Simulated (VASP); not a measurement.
NaFeN, 6 atoms in the cell. It takes space group P6_3mc (No. 186, hexagonal). Conventional cell: a = 2.944 Å, b = 2.944 Å, c = 9.634 Å, α = 90.00°, β = 90.00°, γ = 120.00°. Within 3.3 Å of Na (site symmetry 3m) lie 4 N at 2.54 to 2.94 Å and 6 Fe at 2.89 to 3.01 Å and 6 Na at 2.94 Å. Within 2.3 Å of Fe (site symmetry 3m) lie 3 N at 1.76 Å. N (site symmetry 3m) has 3 Fe at 1.76 Å within 2.3 Å. 

| Item | Value |
| --- | --- |
| Program | VASP 6.6.1 |
| Task | single point |
| Functional | r2SCAN |
| Potentials or basis | VASP PAW PBE potentials, release 64 (Na_pv, Fe, N) |
| Cutoff | 520 eV |
| k mesh | 9 × 9 × 2 |
| Occupations | gaussian, width 0.01 eV |
| Spin | no spin polarisation |
| Dipole correction | no |
| Further INCAR settings | ALGO = Normal; EDIFF = 1e-06; NBANDS = 29 |

Potentials or basis: VASP PAW PBE potentials, release 64 (Na_pv, Fe, N).

Command:

```console
$ cat potpaw_PBE.64/Na_pv/POTCAR potpaw_PBE.64/Fe/POTCAR potpaw_PBE.64/N/POTCAR > POTCAR
$ cp INCAR.step1 INCAR
$ mpirun -np 1 vasp_std > vasp.out
$ cp INCAR.step2 INCAR
$ mpirun -np 1 vasp_std > vasp.out
```

Hardware: 1 thread of Intel(R) Xeon(R) Platinum 8488C (Sapphire Rapids) (shared host).

**Question.** Estimate the wall time of this run.

**Answer.** It took 110 s on 1 thread of Intel(R) Xeon(R) Platinum 8488C (Sapphire Rapids), on a shared host, peak memory 0.22 GiB. Counts: k points 24.
